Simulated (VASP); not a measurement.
Runs of VASP 6.6.1 on BeI. The structure is that of space group Fm-3m (No. 225), or close to it. The cells are those of the table. 

```tsv
task	cell	k mesh	cutoff (eV)	gap on the mesh (eV)	pressure (GPa)	relaxed volume (Å³/atom)
single point	a = 3.937 Å, angles 59.8°, 2 atoms	6 × 6 × 6	520	none	(a)	-
relaxation of cell and atoms	relaxed from a = 4.917 Å, angles 59.6°, 2 atoms	6 × 6 × 6	600	none	-0.2	21.75
relaxation of cell and atoms	relaxed from a = 3.931 Å, angles 60.0°, 2 atoms	18 × 18 × 18	600	none	0.0	21.78
single point	a = 4.917 Å, angles 59.6°, 2 atoms	6 × 6 × 6	520	none	-5.3	-
single point	a = 3.951 Å, angles 60.0°, 2 atoms	18 × 18 × 18	520	none	0.0	-
```

Alike in all rows: level PBE; potentials or basis VASP PAW PBE potentials, release 64 (Be, I); no spin polarisation; smearing gaussian 0.1 eV.

**Question.** Estimate the missing entries.

**Answer.** (a) 0.4.

Caveats: spin-orbit coupling is left out, which moves the levels of the heavy elements; an odd number of electrons without spin polarisation forces a metal; a magnetic or distorted state may lie lower; the volume moved by over 15 % at a fixed basis, so the end points are rough (some runs).

A k mesh can miss the band edges, and the runs leave out spin-orbit coupling on I.

A gap of «none» marks levels without a gap at the run's occupations.
